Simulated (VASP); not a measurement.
NbInS4, 6 atoms in the cell. The structure is hexagonal, space group P6/mmm (No. 191). Conventional cell: a = 4.497 Å, b = 4.497 Å, c = 6.255 Å, α = 90.00°, β = 90.00°, γ = 120.00°. Nb (site symmetry 6/mmm) has 12 S at 2.86 Å and 2 In at 3.13 Å within 3.8 Å. Within 4.1 Å of In (site symmetry 6/mmm) lie 2 Nb at 3.13 Å and 12 S at 3.23 Å. S (site symmetry 3m) has 4 S at 2.41 to 2.60 Å and 3 Nb at 2.86 Å and 3 In at 3.23 Å within 3.3 Å. The cell was built from a structure type or drawn by symmetry, and may not be a known phase.

```yaml
Program: VASP 6.6.1
Task: relaxation of cell and atoms
Functional: PBE
Potentials_or_basis: VASP PAW PBE potentials, release 64 (Nb_sv, In_d, S)
Cutoff: 600 eV
k_mesh: 12 × 12 × 6
Occupations: gaussian, width 0.1 eV
Spin: no spin polarisation
Dipole_correction: no
Further_INCAR_settings: ALGO = Normal; EDIFF = 1e-07; IBRION = 2; EDIFFG = -0.01; NSW = 100; ISIF = 3
```

Potentials or basis: VASP PAW PBE potentials, release 64 (Nb_sv, In_d, S).

Run with:

```bash
$ cat potpaw_PBE.64/Nb_sv/POTCAR potpaw_PBE.64/In_d/POTCAR potpaw_PBE.64/S/POTCAR > POTCAR
$ mpirun -np 1 vasp_std > vasp.out
```

Hardware: 1 thread of Intel(R) Xeon(R) 6975P-C (Granite Rapids), on a shared host.

Q: Estimate the wall time of this run.

A: It took 8 min on 1 thread of Intel(R) Xeon(R) 6975P-C (Granite Rapids), on a shared host, peak memory 0.46 GiB. Counts: scf iterations 33, k points 76, ion steps 3.
